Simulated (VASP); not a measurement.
# TaN (P-6m2) in VASP: notebook

Runs on TaN. Level: PBEsol. Tasks: relaxation of cell and atoms, single point.

All numbers are computed with VASP 6.6.1; they aren't measurements. Logs are shortened: lines on timing, memory, paths and dates and some standing lists are left out, and cuts for length are marked.

### 1 The cell of the first run

Symmetry: P-6m2, No. 187, hexagonal system. Conventional cell: a = 2.924 Å, b = 2.924 Å, c = 2.870 Å, α = 90.00°, β = 90.00°, γ = 120.00°. Ta (site symmetry -6m2) has 6 N at 2.22 Å and 8 Ta at 2.87 to 2.92 Å within 3.0 Å. N (site symmetry -6m2) has 6 Ta at 2.22 Å and 8 N at 2.87 to 2.92 Å within 3.0 Å.

### 2 Relaxation of cell and atoms, PBEsol, target pressure 12 GPa, at which the enthalpy is minimised

The input, INCAR:

```
PREC = Accurate
ENCUT = 600
EDIFF = 1E-7
ISMEAR = -1
SIGMA = 0.15
LREAL = False
LASPH = True
NELM = 80
ALGO = Normal
ISIF = 3
LWAVE = False
LCHARG = False
GGA = PS
IBRION = 2
NSW = 80
EDIFFG = -0.001
PSTRESS = 120.0
```

The input, KPOINTS:

```
regular mesh
0
Gamma
  18 18 14
```

The input, POSCAR:

```
TaN
1.0
    2.9242701629      0.0000000000      0.0000000000
   -1.4621350814      2.5324922486      0.0000000000
    0.0000000000      0.0000000000      2.8701686366
Ta N
1 1
Direct
    0.3333333333      0.6666666667      0.5000000000
    0.0000000000      0.0000000000      0.0000000000
```

Potentials or basis: VASP PAW PBE potentials, release 64 (Ta_pv, N).

Command:

```bash
$ cat potpaw_PBE.64/Ta_pv/POTCAR potpaw_PBE.64/N/POTCAR > POTCAR
$ mpirun -np 1 vasp_std > vasp.out
```

OUTCAR:

```text
PREC = Accurate
   ENCUT = 600
   EDIFF = 1E-7
   ISMEAR = -1
   LREAL = False
   LASPH = True
   NELM = 80
   ISIF = 3
   GGA = PS
   IBRION = 2
   NSW = 80
   EDIFFG = -0.001
   PSTRESS = 120.0

 ion  position               nearest neighbor table
   1  0.333  0.667  0.500-   2 2.22   2 2.22   2 2.22   2 2.22   2 2.22   2 2.22
   2  0.000  0.000  0.000-   1 2.22   1 2.22   1 2.22   1 2.22   1 2.22   1 2.22

  LATTYP: Found a hexagonal cell.
 ALAT       =     2.9242701629
 C/A-ratio  =     0.9814991354

  Lattice vectors:

 A1 = (   2.9242701629,   0.0000000000,   0.0000000000)
 A2 = (  -1.4621350814,   2.5324922486,   0.0000000000)
 A3 = (   0.0000000000,   0.0000000000,   2.8701686366)

Analysis of symmetry for initial positions (statically):
=====================================================================
 Subroutine PRICEL returns:
 Original cell was already a primitive cell.

 Routine SETGRP: Setting up the symmetry group for a
 hexagonal supercell.

 Subroutine GETGRP returns: Found 12 space group operations
 (whereof 12 operations were pure point group operations)
 out of a pool of 24 trial point group operations.

The static configuration has the point symmetry D_3h.

Analysis of symmetry for dynamics (positions and initial velocities):
=====================================================================
 Subroutine PRICEL returns:
 Original cell was already a primitive cell.

 Routine SETGRP: Setting up the symmetry group for a
 hexagonal supercell.

 Subroutine GETGRP returns: Found 12 space group operations
 (whereof 12 operations were pure point group operations)
 out of a pool of 24 trial point group operations.

The dynamic configuration has the point symmetry D_3h.

 Subroutine INISYM returns: Found 12 space group operations
 (whereof 12 operations are pure point group operations),
 and found     1 'primitive' translations

----------------------------------------------------------------------------------------

                                     Primitive cell

  volume of cell :      21.2556

  direct lattice vectors                    reciprocal lattice vectors
     2.924270163  0.000000000  0.000000000     0.341965668  0.197433971  0.000000000
    -1.462135081  2.532492249  0.000000000     0.000000000  0.394867941  0.000000000
     0.000000000  0.000000000  2.870168637     0.000000000  0.000000000  0.348411584

  length of vectors
     2.924270163  2.924270163  2.870168637     0.394867941  0.394867941  0.348411584

  position of ions in fractional coordinates (direct lattice)
     0.333333333  0.666666667  0.500000000
     0.000000000  0.000000000  0.000000000

  ion indices of the primitive-cell ions
   primitive index   ion index
                 1           1
                 2           2

----------------------------------------------------------------------------------------

 KPOINTS: regular mesh

Automatic generation of k-mesh.
 Grid dimensions read from file:
 generate k-points for:   18   18   14

 Generating k-lattice:

  Cartesian coordinates                     Fractional coordinates (reciprocal lattice)
     0.018998093  0.010968554  0.000000000     0.055555556  0.000000000  0.000000000
     0.000000000  0.021937108  0.000000000     0.000000000  0.055555556  0.000000000
     0.000000000  0.000000000  0.024886542     0.000000000  0.000000000  0.071428571

  Length of vectors
     0.021937108  0.021937108  0.024886542

  Shift w.r.t. Gamma in fractional coordinates (k-lattice)
     0.000000000  0.000000000  0.000000000

 Subroutine IBZKPT returns following result:
 ===========================================

 Found    296 irreducible k-points:

 Following reciprocal coordinates:
            Coordinates               Weight
  0.000000  0.000000  0.000000      1.000000
  0.055556  0.000000  0.000000      6.000000
  0.111111  0.000000  0.000000      6.000000
  0.166667  0.000000  0.000000      6.000000
  0.222222  0.000000  0.000000      6.000000
  0.277778  0.000000  0.000000      6.000000
[... 16 lines left out ...]
  0.333333  0.111111  0.000000     12.000000
  0.388889  0.111111  0.000000     12.000000
 [... further k-points ...]
   k-points           NKPTS =    296   k-points in BZ     NKDIM =    296   number of bands    NBANDS=     12
   number of dos      NEDOS =    301   number of ions     NIONS =      2
   total plane-waves  NPLWV =  13824
   dimension x,y,z NGX =    24 NGY =   24 NGZ =   24
   dimension x,y,z NGXF=    48 NGYF=   48 NGZF=   48
   ions per type =               1   1
   NGX,Y,Z   is equivalent  to a cutoff of  13.64, 13.64, 13.90 a.u.
   NGXF,Y,Z  is equivalent  to a cutoff of  27.29, 27.29, 27.80 a.u.
 SYSTEM =  unknown system
   PREC   = accura    normal or accurate (medium, high low for compatibility)
   ISTART =      0    job   : 0-new  1-cont  2-samecut
   ICHARG =      2    charge: 1-file 2-atom 10-const
   ISPIN  =      1    spin polarized calculation?
[... 30 lines left out ...]
   GGA     = PS    functional components
   LHFCALC =     F    Hartree Fock is set to
   AEXX    =    0.0000 exact exchange contribution
   IVDW    =     0    specifies the selected vdW correction
   LEPSILON=     F    determine dielectric tensor
   LRPA    =     F    only Hartree local field effects (RPA)
 conjugate gradient relaxation of ions
 non-spin polarized calculation
  energy-cutoff  :      600.00
  volume of cell :       21.26
 maximum number of plane-waves:       724
 NGX is ok and might be reduce to    24
   NGX = 11   NGY = 11   NGZ = 11

--------------------------------------- Ionic step        1  -------------------------------------------

 number of electron      16.0000000 magnetization

 Free energy of the ion-electron system (eV)
  ---------------------------------------------------
  ext. energy  EPLUGINS =         0.00000000
  ---------------------------------------------------
  free energy    TOTEN  =       -23.81126351 eV

  energy without entropy =      -23.80148114  energy(sigma->0) =      -23.80637233

------------------------ aborting loop because EDIFF is reached ----------------------------------------

  FORCE on cell =-STRESS in cart. coord.  units (eV):
  Direction    XX          YY          ZZ          XY          YZ          ZX
  --------------------------------------------------------------------------------------
  -------------------------------------------------------------------------------------
  Total        0.0891499      0.0891499      0.1158197      0.0000000      0.0000000      0.0000000
  in kB        6.7198321      6.7198321      8.7301156      0.0000000      0.0000000      0.0000000
  external PRESSURE =    -112.6100734 kB  Pullay stress =     120.0000000 kB
[... 93 lines left out ...]
  FREE ENERGIE OF THE ION-ELECTRON SYSTEM (eV)
  ---------------------------------------------------
  free  energy   TOTEN  =       -23.7892442841 eV

  energy  without entropy=      -23.7794012038  energy(sigma->0) =      -23.78432274

  enthalpy is  TOTEN    =       -22.2409964620 eV   P V=        1.5482478221

[... ionic steps 4 to 7 ...]

--------------------------------------- Ionic step        8  -------------------------------------------

 number of electron      15.9999999 magnetization

------------------------ aborting loop because EDIFF is reached ----------------------------------------

  FORCE on cell =-STRESS in cart. coord.  units (eV):
  Direction    XX          YY          ZZ          XY          YZ          ZX
  --------------------------------------------------------------------------------------
  -------------------------------------------------------------------------------------
  Total        1.5720347      1.5720347      1.5747541      0.0000000      0.0000000      0.0000000
  in kB      122.0349676    122.0349676    122.2460704      0.0000000      0.0000000      0.0000000
  external PRESSURE =       2.1053352 kB  Pullay stress =     120.0000000 kB
[... 61 lines left out ...]
  enthalpy is  TOTEN    =       -22.2410884682 eV   P V=        1.5481769956

--------------------------------------- Ionic step       10  -------------------------------------------

 number of electron      15.9999999 magnetization

 Free energy of the ion-electron system (eV)
  ---------------------------------------------------
  ext. energy  EPLUGINS =         0.00000000
  ---------------------------------------------------
  free energy    TOTEN  =       -23.78768750 eV

  energy without entropy =      -23.77793760  energy(sigma->0) =      -23.78281255

 E-fermi :   8.5768     XC(G=0): -13.7404

 val. band max:        8.5725369900   @ k =   0.0556   0.0000   0.4286
 cond. band min:       8.6493319221   @ k =   0.0000   0.0000   0.3571
 fundamental gap:      0.0767949321
 Fermi energy:         8.5768148159

 k-point     1 :       0.0000    0.0000    0.0000
  band No.  band energies     occupation
      1     -26.1146      2.00000
      2     -25.8138      2.00000
      3     -25.8138      2.00000
      4      -9.5184      2.00000
      5       3.8095      2.00000
      6       3.8095      2.00000
      7       4.1088      2.00000
      8       5.5728      2.00000
      9      11.1062      0.00000
     10      12.3321      0.00000
     11      12.3321      0.00000
     12      12.7719      0.00000
[... 331 lines left out ...]
 k-point    24 :       0.3889    0.1111    0.0000
  band No.  band energies     occupation
      1     -26.9566      2.00000
      2     -26.1717      2.00000
      3     -25.9419      2.00000
      4      -6.9973      2.00000
      5       0.2011      2.00000
      6       3.1759      2.00000
      7       4.1450      2.00000
      8       6.1634      2.00000
      9      10.9331      0.00000
     10      11.8052      0.00000
     11      13.4219      0.00000
     12      14.9123      0.00000

 [... further k-points ...]

------------------------ aborting loop because EDIFF is reached ----------------------------------------

  FORCE on cell =-STRESS in cart. coord.  units (eV):
  Direction    XX          YY          ZZ          XY          YZ          ZX
  --------------------------------------------------------------------------------------
  -------------------------------------------------------------------------------------
  Total        1.5477344      1.5477344      1.5473171      0.0000000      0.0000000     -0.0000000
  in kB      120.0903155    120.0903155    120.0579388      0.0000000      0.0000000     -0.0000000
  external PRESSURE =       0.0795232 kB  Pullay stress =     120.0000000 kB
[... 17 lines left out ...]
  FREE ENERGIE OF THE ION-ELECTRON SYSTEM (eV)
  ---------------------------------------------------
  free  energy   TOTEN  =       -23.7876875036 eV

  energy  without entropy=      -23.7779376035  energy(sigma->0) =      -23.78281255

  enthalpy is  TOTEN    =       -22.2411170879 eV   P V=        1.5465704157

 reached required accuracy - stopping structural energy minimisation
```

It took 6 min on 1 thread of Intel Xeon 8259CL, shared host; peak memory 0.24 GiB.

What came out:

| Property | Result |
| --- | --- |
| Free energy | -23.7877 eV |
| Relaxed volume | 10.32 Å³/atom |
| Relaxed cell | a = 2.894 Å, b = 2.894 Å, c = 2.847 Å, α = 90.00°, β = 90.00°, γ = 120.00° |
| Space group after relaxing (to 0.1 Å) | P-6m2 (No. 187) |
| Energy change on relaxing (the run minimises the enthalpy) | +11.8 meV/atom |
| Ionic steps | 10 |
| Pressure after relaxing | 12.0 GPa |
| Band gap on the k mesh | zero (bands 8 and 9 overlap by 0.35 eV) |

Step by step:
```tsv
step	energy change (eV)	largest force (eV/Å)	pressure (GPa)	volume (Å³)
1	0.0000	0.0000	0.74	21.26
2	0.3320	0.0000	52.07	19.04
3	0.0220	0.0000	11.62	20.67
4	0.0233	0.0000	11.97	20.65
5	0.0242	0.0000	12.20	20.64
6	0.0246	0.0000	12.22	20.64
7	0.0243	0.0000	12.21	20.64
8	0.0243	0.0000	12.21	20.64
9	0.0220	0.0000	11.58	20.67
10	0.0236	0.0000	12.01	20.65
```

Final structure:
```
Ta N
1.0
     2.89406    0.00000    0.00000
    -1.44703    2.50633    0.00000
     0.00000    0.00000    2.84677
Ta N
1 1
Cartesian
  0.0000 1.6709 1.4234
  -1.4470 2.5063 0.0000
```

Caveat: the cell is relaxed towards a set pressure, so the run minimises the enthalpy, not the energy; the PAW data sets were made with another functional, which shifts forces and pressure a little; spin-orbit coupling is left out, which moves the levels of the heavy elements.

### 3 Single point, PBEsol (biaxial strain in the a-b plane: -4.5 %, then relaxed in part)

The input, INCAR:

```
  PREC = Accurate
  ENCUT = 520
  EDIFF = 1E-7
  ISMEAR = 0
  SIGMA = 0.1
  LREAL = False
  LASPH = True
  NELM = 60
  ALGO = Normal
  ISIF = 2
  LWAVE = False
  LCHARG = True
  GGA = PS
  LELF = True
  LVHAR = True
  NBANDS = 15
```

The input, KPOINTS:

```
regular mesh
0
Gamma
  24 24 18
```

The input, POSCAR:

```
TaN
1.0
    2.7924095377      0.0000000000      0.0000000000
   -1.3962047689      2.4182975974      0.0000000000
    0.0000000000      0.0000000000      2.9259967290
Ta N
1 1
Direct
    0.3333333333      0.6666666667      0.5000000000
    0.0000000000      0.0000000000      0.0000000000
```

Potentials or basis: VASP PAW PBE potentials, release 64 (Ta_pv, N).

Command:

```bash
$ cat potpaw_PBE.64/Ta_pv/POTCAR potpaw_PBE.64/N/POTCAR > POTCAR
$ mpirun -np 1 vasp_std > vasp.out
```

Wall time 99 s (1 thread of AMD EPYC 9R45 (Zen 5), shared host); peak memory 0.26 GiB.

It converged, with:

```
Free energy            : -23.5494 eV
Pressure               : 30.9 GPa
Band gap on the k mesh : zero (bands 8 and 9 overlap by 0.51 eV)
```

Stress tensor (GPa, compression positive):
```
45.68  0.00  0.00
 0.00 45.68  0.00
 0.00  0.00  1.39
```

Levels at points of the mesh, in eV from the Fermi level:
```
           k point  band 6  band 7  band 8  band 9  band 10  band 11
(0.00, 0.00, 0.00)   -4.31   -4.31   -3.30    3.60     3.67     3.67
(0.50, 0.00, 0.00)   -6.14   -3.93   -2.87    3.13     5.25     5.36
(0.00, 0.00, 0.50)   -3.37   -3.37   -0.15   -0.15     1.68     4.12
(0.50, 0.00, 0.50)   -6.55   -5.61   -0.34    4.80     6.23     6.60
```

Caveat: the cell differs from its parent crystal (biaxial strain in the a-b plane: -4.5 %, then relaxed in part); the cell stands under pressure; the PAW data sets were made with another functional, which shifts forces and pressure a little; spin-orbit coupling is left out, which moves the levels of the heavy elements.

### 4 Single point, PBEsol (biaxial strain in the a-b plane: -4.5 %)

The input, INCAR:

```
SYSTEM = TaN
PREC     = Accurate       ! precision mode
ENCUT    = 520            ! plane-wave cutoff, eV
EDIFF    = 1E-6           ! SCF threshold, eV
ISMEAR   = 0              ! smearing method
SIGMA    = 0.1            ! smearing width, eV
LREAL    = .FALSE.        ! projectors in reciprocal space
LASPH    = .TRUE.         ! aspherical terms in the spheres
NELM     = 80             ! most SCF steps
ALGO     = Normal         ! electronic algorithm
ISIF     = 2              ! what is computed and relaxed
LWAVE    = .FALSE.        ! write WAVECAR
LCHARG   = .FALSE.        ! write CHGCAR
GGA      = PS             ! functional
NBANDS   = 15             ! bands
```

The input, KPOINTS:

```
regular mesh
0
G
  24 24 18
  0 0 0
```

POSCAR: that of step 3 with these lines changed.

```diff
@@ -4,3 +4,3 @@
    -1.3962047689      2.4182975974      0.0000000000
-    0.0000000000      0.0000000000      2.9259967290
+    0.0000000000      0.0000000000      2.9482372890
 Ta N
```

Command:

```bash
$ cat potpaw_PBE.64/Ta_pv/POTCAR potpaw_PBE.64/N/POTCAR > POTCAR
$ mpirun -np 1 vasp_std > vasp.out
```

It took 91 s on 1 thread of AMD EPYC 9R45 (Zen 5), shared host; peak memory 0.26 GiB.

Results (log left out):

```yaml
Free_energy: -23.5475 eV
Pressure: 27.2 GPa
Band_gap_on_the_k_mesh: zero (bands 8 and 9 overlap by 0.53 eV)
```

Stress tensor (GPa, compression positive):
```
43.69  0.00  0.00
 0.00 43.69  0.00
 0.00  0.00 -5.81
```

Levels at points of the mesh, in eV from the Fermi level:
```
           k point  band 5  band 6  band 7  band 8  band 9  band 10  band 11  band 12
(0.00, 0.00, 0.00)   -4.80   -4.21   -4.21   -3.33    3.59     3.59     3.61     4.42
(0.50, 0.00, 0.00)   -8.59   -6.15   -3.91   -2.81    3.08     5.26     5.27     6.56
(0.00, 0.00, 0.50)   -9.83   -3.26   -3.26   -0.15   -0.15     1.54     4.15     4.15
(0.50, 0.00, 0.50)   -7.68   -6.52   -5.50   -0.39    4.72     6.07     6.59     7.99
```

Caveat: the cell differs from its parent crystal (biaxial strain in the a-b plane: -4.5 %); the cell stands under pressure; the PAW data sets were made with another functional, which shifts forces and pressure a little; spin-orbit coupling is left out, which moves the levels of the heavy elements.

### 5 Single point, PBEsol (biaxial strain in the a-b plane: -3.0 %, then relaxed in part)

The input, INCAR:

```
SYSTEM = TaN
ALGO = Normal
EDIFF = 1E-7
ENCUT = 520
GGA = PS
ISIF = 2
ISMEAR = 0
LASPH = .True.
LCHARG = .False.
LREAL = .False.
LWAVE = .False.
NBANDS = 15
NELM = 60
PREC = Accurate
SIGMA = 0.1
```

The input, KPOINTS:

```
k-points
0
Gamma
  24 24 18
  0 0 0
```

The input, POSCAR:

```
TaN
1.0
    2.8362693734      0.0000000000      0.0000000000
   -1.4181346867      2.4562813293      0.0000000000
    0.0000000000      0.0000000000      2.9060123451
Ta N
1 1
Direct
    0.3333333333      0.6666666667      0.5000000000
    0.0000000000      0.0000000000      0.0000000000
```

Command:

```bash
$ cat potpaw_PBE.64/Ta_pv/POTCAR potpaw_PBE.64/N/POTCAR > POTCAR
$ mpirun -np 1 vasp_std > vasp.out
```

Wall time 97 s (1 thread of AMD EPYC 9R45 (Zen 5), shared host); peak memory 0.27 GiB.

Results (log left out):

```yaml
Free_energy: -23.6934 eV
Pressure: 19.8 GPa
Band_gap_on_the_k_mesh: zero (bands 8 and 9 overlap by 0.43 eV)
```

Stress tensor (GPa, compression positive):
```
29.03  0.00  0.00
 0.00 29.03  0.00
 0.00  0.00  1.24
```

Levels at points of the mesh, in eV from the Fermi level:
```csv
k point,band 4,band 5,band 6,band 7,band 8,band 9,band 10,band 11,band 12,band 13
"(0.00, 0.00, 0.00)",-18.12,-4.62,-4.43,-4.43,-3.18,3.15,3.68,3.68,4.32,4.32
"(0.50, 0.00, 0.00)",-15.44,-8.56,-5.84,-3.78,-2.99,3.10,4.87,5.35,6.16,7.91
"(0.00, 0.00, 0.50)",-15.19,-9.74,-3.53,-3.53,-0.13,-0.13,1.99,3.85,3.85,8.99
"(0.50, 0.00, 0.50)",-15.99,-7.62,-6.45,-5.68,-0.33,4.64,6.20,6.26,7.80,11.01
```

Caveat: the cell differs from its parent crystal (biaxial strain in the a-b plane: -3.0 %, then relaxed in part); the cell stands under pressure; the PAW data sets were made with another functional, which shifts forces and pressure a little; spin-orbit coupling is left out, which moves the levels of the heavy elements.

### 6 Summary

| task | cell | k mesh | cutoff (eV) | smearing | gap on the mesh (eV) | pressure (GPa) |
| --- | --- | --- | --- | --- | --- | --- |
| relaxation of cell and atoms | relaxed to 12 GPa from a = 2.924, b = 2.924, c = 2.870 Å, angles 90.0, 90.0, 120.0°, 2 atoms | 18 × 18 × 14 | 600 | fermi-dirac 0.15 eV | none | 12.0 |
| single point | a = 2.792, b = 2.792, c = 2.926 Å, angles 90.0, 90.0, 120.0°, 2 atoms | 24 × 24 × 18 | 520 | gaussian 0.1 eV | none | 30.9 |
| single point | a = 2.792, b = 2.792, c = 2.948 Å, angles 90.0, 90.0, 120.0°, 2 atoms | 24 × 24 × 18 | 520 | gaussian 0.1 eV | none | 27.2 |
| single point | a = 2.836, b = 2.836, c = 2.906 Å, angles 90.0, 90.0, 120.0°, 2 atoms | 24 × 24 × 18 | 520 | gaussian 0.1 eV | none | 19.8 |

Alike in all rows: level PBEsol; potentials or basis VASP PAW PBE potentials, release 64 (Ta_pv, N); no spin polarisation.

Caveats: the PAW data sets were made with another functional, which shifts forces and pressure a little; spin-orbit coupling is left out, which moves the levels of the heavy elements; the cell stands under pressure (at least some runs); the cell is relaxed towards a set pressure, so the run minimises the enthalpy, not the energy (at least some runs).

Absolute energies hang on the potentials; compare differences alone.
